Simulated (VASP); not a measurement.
# As (I4_1/amd) in VASP: a series of runs

As is run at these levels: PBE; tasks: single point, relaxation of cell and atoms.

Everything below comes from runs of VASP 6.6.1. Logs are shortened: lines on timing, memory, paths and dates and some standing lists are left out, and cuts for length are marked.

## 1. The cell of the first run

Symmetry: I4_1/amd, No. 141, tetragonal system. The conventional cell has a = 4.963 Å, b = 4.963 Å, c = 2.610 Å, α = 90.00°, β = 90.00°, γ = 90.00°. As (site symmetry -4m2) has 10 As at 2.57 to 3.16 Å within 3.4 Å.

## 2. Single point, PBE

Contents of INCAR:

```
SYSTEM = As
PREC     = Accurate       ! precision mode
ENCUT    = 520            ! plane-wave cutoff, eV
EDIFF    = 1E-7           ! SCF threshold, eV
ISMEAR   = -1             ! smearing method
SIGMA    = 0.1            ! smearing width, eV
LREAL    = .False.        ! projectors in reciprocal space
LASPH    = .True.         ! aspherical terms in the spheres
NELM     = 60             ! most SCF steps
ALGO     = Normal         ! electronic algorithm
ISIF     = 2              ! what is computed and relaxed
LWAVE    = .False.        ! write WAVECAR
LCHARG   = .False.        ! write CHGCAR
GGA      = PE             ! functional
NBANDS   = 12             ! bands
```

Contents of KPOINTS:

```
Automatic mesh
0
Gamma
  16 16 16
  0 0 0
```

Contents of POSCAR:

```
As
1.0
   -2.4814929712      2.4814929712      1.3051178310
    2.4814929712     -2.4814929712      1.3051178310
    2.4814929712      2.4814929712     -1.3051178310
As
2
Direct
   -0.3750000000     -0.1250000000     -0.2500000000
    0.3750000000      0.1250000000      0.2500000000
```

Potentials or basis: VASP PAW PBE potentials, release 64 (As).

Launch:

```
$ cat potpaw_PBE.64/As/POTCAR > POTCAR
$ mpirun -np 1 vasp_std > vasp.out
```

OUTCAR:

```text
SYSTEM = As
   PREC = Accurate
   ENCUT = 520
   EDIFF = 1E-7
   ISMEAR = -1
   LREAL = .False.
   LASPH = .True.
   NELM = 60
   ISIF = 2
   GGA = PE

 ion  position               nearest neighbor table
   1  0.625  0.875  0.750-   2 2.57   2 2.57   2 2.57   2 2.57
   2  0.375  0.125  0.250-   1 2.57   1 2.57   1 2.57   1 2.57

  LATTYP: Found a body centered tetragonal cell.
 ALAT       =     4.9629859424
 C/A-ratio  =     0.5259405713

  Lattice vectors:

 A1 = (  -2.4814929712,   2.4814929712,   1.3051178310)
 A2 = (   2.4814929712,  -2.4814929712,   1.3051178310)
 A3 = (   2.4814929712,   2.4814929712,  -1.3051178310)

Analysis of symmetry for initial positions (statically):
=====================================================================
 Subroutine PRICEL returns:
 Original cell was already a primitive cell.

 Routine SETGRP: Setting up the symmetry group for a
 body centered tetragonal supercell.

 Subroutine GETGRP returns: Found 16 space group operations
 (whereof  4 operations were pure point group operations)
 out of a pool of 16 trial point group operations.

The static configuration has the point symmetry C_2h.
 The point group associated with its full space group is D_4h.

Analysis of symmetry for dynamics (positions and initial velocities):
=====================================================================
 Subroutine PRICEL returns:
 Original cell was already a primitive cell.

 Routine SETGRP: Setting up the symmetry group for a
 body centered tetragonal supercell.

 Subroutine GETGRP returns: Found 16 space group operations
 (whereof  4 operations were pure point group operations)
 out of a pool of 16 trial point group operations.

The dynamic configuration has the point symmetry C_2h.
 The point group associated with its full space group is D_4h.

 Subroutine INISYM returns: Found 16 space group operations
 (whereof  4 operations are pure point group operations),
 and found     1 'primitive' translations

----------------------------------------------------------------------------------------

                                     Primitive cell

  volume of cell :      32.1467

  direct lattice vectors                    reciprocal lattice vectors
    -2.481492971  2.481492971  1.305117831     0.000000000  0.201491604  0.383107171
     2.481492971 -2.481492971  1.305117831     0.201491604  0.000000000  0.383107171
     2.481492971  2.481492971 -1.305117831     0.201491604  0.201491604  0.000000000

[... 85 lines left out ...]
   EDIFFG = 0.1E-05   stopping-criterion for IOM
   NSW    =      0    number of steps for IOM
   IBRION =     -1    ionic relax: 0-MD 1-quasi-New 2-CG
   NFREE  =      0    steps in history (QN), initial steepest desc. (CG)
   ISIF   =      2    stress and relaxation
   ISYM   =      2    0-nonsym 1-usesym 2-fastsym
   POTIM  = 0.5000    time-step for ionic-motion
   TEBEG  =    0.0;   TEEND  =   0.0 temperature during run
   PSTRESS=    0.0 pullay stress
   NELECT =      10.0000    total number of electrons
   NUPDOWN=      -1.0000    fix difference up-down
   EMIN   =  10.00;   EMAX   =-10.00  energy-range for DOS
   EFERMI =   0.00;   METHOD = LEGACY
   ISMEAR =    -1;   SIGMA  =   0.10  broadening in eV -4-tet -1-fermi 0-gaus
   EFERMI_NEDOS =   21; number of points for ismear=-14 and -15
   IALGO  =     38    algorithm
   IMIX   =      4    mixing-type and parameters
     AMIX     =   0.40;   BMIX     =  1.00
     AMIX_MAG =   1.60;   BMIX_MAG =  1.00
  volume/ion in A,a.u.               =      16.07       108.47
  Fermi-wavevector in a.u.,A,eV,Ry     =   1.109250  2.096179 16.741102  1.230436
  Thomas-Fermi vector in A             =   2.245788
   LORBIT       =      0    0 simple, 1 ext, 2 COOP (PROOUT), +10 PAW based schemes
   GGA     = PE    functional components
   LHFCALC =     F    Hartree Fock is set to
   AEXX    =    0.0000 exact exchange contribution
   IVDW    =     0    specifies the selected vdW correction
   LEPSILON=     F    determine dielectric tensor
   LRPA    =     F    only Hartree local field effects (RPA)
 non-spin polarized calculation
  energy-cutoff  :      520.00
  volume of cell :       32.15
 maximum number of plane-waves:       888
   NGX = 13   NGY = 13   NGZ = 13

 number of electron      10.0000001 magnetization

 Free energy of the ion-electron system (eV)
  ---------------------------------------------------
  ext. energy  EPLUGINS =         0.00000000
  ---------------------------------------------------
  free energy    TOTEN  =        -8.23841988 eV

  energy without entropy =       -8.21456980  energy(sigma->0) =       -8.22649484

 E-fermi :   8.7731     XC(G=0): -11.4315

 val. band max:        8.7687917750   @ k =   0.4375   0.2500   0.0625
 cond. band min:       8.7871238396   @ k =  -0.4375   0.1875   0.0625
 fundamental gap:      0.0183320646
 Fermi energy:         8.7731449560

 k-point     1 :       0.0000    0.0000    0.0000
  band No.  band energies     occupation
      1      -8.3964      2.00000
      2       0.7255      2.00000
      3       3.5482      2.00000
      4       3.5482      2.00000
      5      10.2862      0.00000
      6      13.8830      0.00000
      7      13.8830      0.00000
      8      15.2548      0.00000
      9      15.5570      0.00000
     10      18.3769      0.00000
     11      19.5460      0.00000
     12      21.5087      0.00000
[... 331 lines left out ...]
 k-point    24 :      -0.0625    0.0625    0.0000
  band No.  band energies     occupation
      1      -8.3511      2.00000
      2       0.3982      2.00000
      3       3.5973      2.00000
      4       3.7871      2.00000
      5      10.5062      0.00000
      6      13.3715      0.00000
      7      13.6338      0.00000
      8      15.4445      0.00000
      9      15.5231      0.00000
     10      18.7007      0.00000
     11      19.6525      0.00000
     12      21.3244      0.00000

 [... further k-points ...]
[... 5 lines left out ...]
  --------------------------------------------------------------------------------------
  -------------------------------------------------------------------------------------
  Total        6.1589813      6.1589813      6.1539590      0.0000000      0.0000000      0.0000000
  in kB      306.9613214    306.9613214    306.7110134      0.0000000      0.0000000      0.0000000
  external PRESSURE =     306.8778854 kB  Pullay stress =       0.0000000 kB

 VOLUME and BASIS-vectors are now :
 -----------------------------------------------------------------------------
  energy-cutoff  :      520.00
  volume of cell :       32.15
      direct lattice vectors                 reciprocal lattice vectors
    -2.481492971  2.481492971  1.305117831     0.000000000  0.201491604  0.383107171
     2.481492971 -2.481492971  1.305117831     0.201491604  0.000000000  0.383107171
     2.481492971  2.481492971 -1.305117831     0.201491604  0.201491604  0.000000000

 POSITION                                       TOTAL-FORCE (eV/Angst)
 -----------------------------------------------------------------------------------
      2.48149      1.24075      0.97884         0.000000      0.000000     -0.000000
      0.00000      1.24075      0.32628        -0.000000     -0.000000      0.000000
 -----------------------------------------------------------------------------------
    total drift:                               -0.000000      0.000000     -0.000000

  FREE ENERGIE OF THE ION-ELECTRON SYSTEM (eV)
  ---------------------------------------------------
  free  energy   TOTEN  =        -8.2384198814 eV

  energy  without entropy=       -8.2145697996  energy(sigma->0) =       -8.22649484
```

It took 52 s on 1 thread of Intel Xeon Platinum 8488C (Sapphire Rapids), shared host; peak memory 0.24 GiB.

What came out:

| Property | Result |
| --- | --- |
| Free energy | -8.2384 eV |
| Pressure | 30.7 GPa |
| Band gap on the k mesh | zero (band 5 reaches 13.68 eV, above the bottom of band 6 at 5.50 eV) |

## 3. Single point, PBE

Contents of INCAR:

```
SYSTEM = As
  PREC = Accurate
  ENCUT = 520
  EDIFF = 1E-7
  ISMEAR = -1
  SIGMA = 0.1
  LREAL = .False.
  LASPH = .True.
  NELM = 100
  ALGO = Normal
  ISIF = 2
  LWAVE = .False.
  LCHARG = .False.
  GGA = PE
  NBANDS = 12
```

KPOINTS is that of step 2.

Contents of POSCAR:

```
As
1.0
   -2.4817526448      2.4817526448      1.3051766902
    2.4817526448     -2.4817526448      1.3051766902
    2.4817526448      2.4817526448     -1.3051766902
As
2
Direct
   -0.3750000000     -0.1250000000     -0.2500000000
    0.3750000000      0.1250000000      0.2500000000
```

Potentials or basis: VASP PAW PBE potentials, release 64 (As).

Launch:

```
$ cat potpaw_PBE.64/As/POTCAR > POTCAR
$ mpirun -np 1 vasp_std > vasp.out
```

Run time: 52 s. Hardware: 1 thread of Intel Xeon Platinum 8488C (Sapphire Rapids), shared host; peak memory 0.24 GiB.

Results (log left out):

```yaml
Free_energy: -8.2400 eV
Pressure: 30.6 GPa
Band_gap_on_the_k_mesh: zero (band 5 reaches 13.67 eV, above the bottom of band 6 at 5.49 eV)
```

Levels at points of the mesh, in eV from the Fermi level:
```csv
k point,band 3,band 4,band 5,band 6,band 7,band 8
"(0.00, 0.00, 0.00)",-5.22,-5.22,1.51,5.11,5.11,6.48
"(0.50, 0.00, 0.00)",-5.76,-4.87,-3.83,0.60,1.12,3.09
"(0.50, 0.50, 0.00)",-2.14,-2.14,-0.87,-0.87,6.12,6.12
"(0.50, 0.50, 0.50)",-8.77,-8.77,4.82,4.82,8.37,8.37
```

## 4. Relaxation of cell and atoms, PBE, target pressure 30 GPa, at which the enthalpy is minimised

This run uses another cell than the first one, of 15.65 Å³/atom, 0.974 times its volume.

Contents of INCAR:

```
SYSTEM = As
ALGO = Normal ; EDIFF = 1E-6
EDIFFG = -0.005 ; ENCUT = 600
GGA = PE ; IBRION = 2
ISIF = 3 ; ISMEAR = -1
LASPH = .True. ; LCHARG = .False.
LREAL = .False. ; LWAVE = .False.
NELM = 60 ; NSW = 60
PREC = Accurate ; PSTRESS = 300.0
SIGMA = 0.1
```

Contents of KPOINTS:

```
k-points
0
Gamma
  16 16 16
  0 0 0
```

Contents of POSCAR:

```
As
1.0
   -2.4231439376      2.4231439376      1.3327291657
    2.4231439376     -2.4231439376      1.3327291657
    2.4231439376      2.4231439376     -1.3327291657
As
2
Direct
   -0.3750000000     -0.1250000000     -0.2500000000
    0.3750000000      0.1250000000      0.2500000000
```

Potentials or basis: VASP PAW PBE potentials, release 64 (As).

Launch:

```
$ cat potpaw_PBE.64/As/POTCAR > POTCAR
$ mpirun -np 1 vasp_std > vasp.out
```

OUTCAR:

```text
SYSTEM = As
   EDIFF = 1E-6
   EDIFFG = -0.005
   ENCUT = 600
   GGA = PE
   IBRION = 2
   ISIF = 3
   ISMEAR = -1
   LASPH = .True.
   LREAL = .False.
   NELM = 60
   NSW = 60
   PREC = Accurate
   PSTRESS = 300.0

 ion  position               nearest neighbor table
   1  0.625  0.875  0.750-   2 2.51   2 2.51   2 2.51   2 2.51
   2  0.375  0.125  0.250-   1 2.51   1 2.51   1 2.51   1 2.51

  LATTYP: Found a body centered tetragonal cell.
 ALAT       =     4.8462878752
 C/A-ratio  =     0.5500000000

  Lattice vectors:

 A1 = (  -2.4231439376,   2.4231439376,   1.3327291657)
 A2 = (   2.4231439376,  -2.4231439376,   1.3327291657)
 A3 = (   2.4231439376,   2.4231439376,  -1.3327291657)

Analysis of symmetry for initial positions (statically):
=====================================================================
[... 409 lines left out ...]
  free energy    TOTEN  =        -8.25983577 eV

  energy without entropy =       -8.23585527  energy(sigma->0) =       -8.24784552

 E-fermi :   8.7225     XC(G=0): -11.4154

 val. band max:        8.7212483957   @ k =   0.4375   0.2500   0.0625
 cond. band min:       8.7353243160   @ k =   0.1875   0.0625   0.0000
 fundamental gap:      0.0140759203
 Fermi energy:         8.7225419502

 k-point     1 :       0.0000    0.0000    0.0000
  band No.  band energies     occupation
      1      -8.4050      2.00000
      2       0.6743      2.00000
      3       3.5204      2.00000
      4       3.5204      2.00000
      5      10.2570      0.00000
      6      13.8187      0.00000
      7      13.8187      0.00000
      8      15.1799      0.00000
      9      15.4780      0.00000
[... 265 lines left out ...]
 k-point    24 :      -0.0625    0.0625    0.0000
  band No.  band energies     occupation
      1      -8.3598      2.00000
      2       0.3511      2.00000
      3       3.5694      2.00000
      4       3.7559      2.00000
      5      10.4761      0.00000
      6      13.3101      0.00000
      7      13.5705      0.00000
      8      15.3679      0.00000
      9      15.4445      0.00000

 [... further k-points ...]
[... 5 lines left out ...]
  --------------------------------------------------------------------------------------
  -------------------------------------------------------------------------------------
  Total        6.0445666      6.0445666      6.0349789     -0.0000000     -0.0000000      0.0000000
  in kB      300.2060241    300.2060241    299.7298441     -0.0000000     -0.0000000      0.0000000
  external PRESSURE =       0.0472974 kB  Pullay stress =     300.0000000 kB
[... 21 lines left out ...]
  energy  without entropy=       -8.2358552678  energy(sigma->0) =       -8.24784552

  enthalpy is  TOTEN    =        -2.2194173760 eV   P V=        6.0404183974

 reached required accuracy - stopping structural energy minimisation
```

OSZICAR:

```text
N       E                     dE             d eps       ncg     rms          rms(c)
DAV:   1     0.294259582125E+02    0.29426E+02   -0.48464E+03  6290   0.107E+03
DAV:   2    -0.698073164161E+01   -0.36407E+02   -0.35218E+02  9626   0.128E+02
[... 44 lines left out ...]
   6 F= -.22192032E+01 E0= -.22072426E+01  d E =0.120793E-03
       N       E                     dE             d eps       ncg     rms          rms(c)
DAV:   1    -0.825997062459E+01   -0.19467E-01   -0.48236E-03  6966   0.438E-01    0.633E-02
DAV:   2    -0.825988171494E+01    0.88910E-04   -0.85499E-05  6571   0.758E-02    0.357E-02
DAV:   3    -0.825983555720E+01    0.46158E-04   -0.84516E-05  6634   0.575E-02    0.626E-03
DAV:   4    -0.825983577332E+01   -0.21612E-06   -0.55895E-07  3813   0.703E-03
   7 F= -.22194174E+01 E0= -.22074271E+01  d E =-.933940E-04
```

Wall time 5.5 min (1 thread of Intel Xeon Platinum 8488C (Sapphire Rapids), shared host); peak memory 0.27 GiB.

Results:

```yaml
Free_energy: -8.2598 eV
Relaxed_volume: 16.13 Å³/atom
Relaxed_cell: a = 3.748 Å, b = 3.748 Å, c = 3.748 Å, α = 96.98°, β = 96.98°, γ = 139.19°
Space_group_after_relaxing_to_0.05_Å: I4_1/amd (No. 141)
Energy_change_on_relaxing_the_enthalpy_is_what_falls: -111.2 meV/atom
Ionic_steps: 7
Pressure_after_relaxing: 30.0 GPa
Band_gap_on_the_k_mesh: zero (band 5 reaches 13.61 eV, above the bottom of band 6 at 5.46 eV)
```

Step by step:
```csv
step,energy change (eV),largest force (eV/Å),pressure (GPa),volume (Å³)
1,0.0000,0.0000,36.47,31.30
2,-0.5245,0.0000,19.63,34.24
3,-0.2584,0.0000,28.61,32.52
4,-0.2398,0.0000,29.45,32.35
5,-0.2352,0.0000,29.59,32.33
6,-0.2031,0.0000,30.62,32.16
7,-0.2224,0.0000,30.00,32.26
```

Final structure:
```
As
1.0
    -2.48426    2.48426    1.30678
     2.48426   -2.48426    1.30678
     2.48426    2.48426   -1.30678
As
2
Direct
  0.62500 0.87500 0.75000
  0.37500 0.12500 0.25000
```

Levels at points of the mesh, in eV from the Fermi level:
```
           k point  band 3  band 4  band 5  band 6  band 7  band 8
(0.00, 0.00, 0.00)   -5.20   -5.20    1.53    5.10    5.10    6.46
(0.50, 0.00, 0.00)   -5.75   -4.85   -3.82    0.62    1.12    3.08
(0.50, 0.50, 0.00)   -2.13   -2.13   -0.87   -0.87    6.10    6.10
(0.50, 0.50, 0.50)   -8.73   -8.73    4.80    4.80    8.35    8.35
```

Caveat: the cell is relaxed towards a set pressure, so the enthalpy falls and the energy may rise.

## 5. The runs side by side

```csv
task,cell,cutoff (eV),gap on the mesh (eV),pressure (GPa)
single point,"a = 3.744 Å, angles 97.0, 97.0, 139.2°, 2 atoms",520,none,30.7
single point,"a = 3.745 Å, angles 97.0, 97.0, 139.2°, 2 atoms",520,none,30.6
relaxation of cell and atoms,"relaxed to 30 GPa from a = 3.677 Å, angles 97.5, 97.5, 137.5°, 2 atoms",600,none,30.0
```

Alike in all rows: level PBE; potentials or basis VASP PAW PBE potentials, release 64 (As); no spin polarisation; k mesh 16 × 16 × 16; smearing fermi-dirac 0.1 eV.

Caveats: the cell is relaxed towards a set pressure, so the enthalpy falls and the energy may rise (some runs).

Total energies depend on the potentials used, so only differences within one code and one set of settings carry meaning.
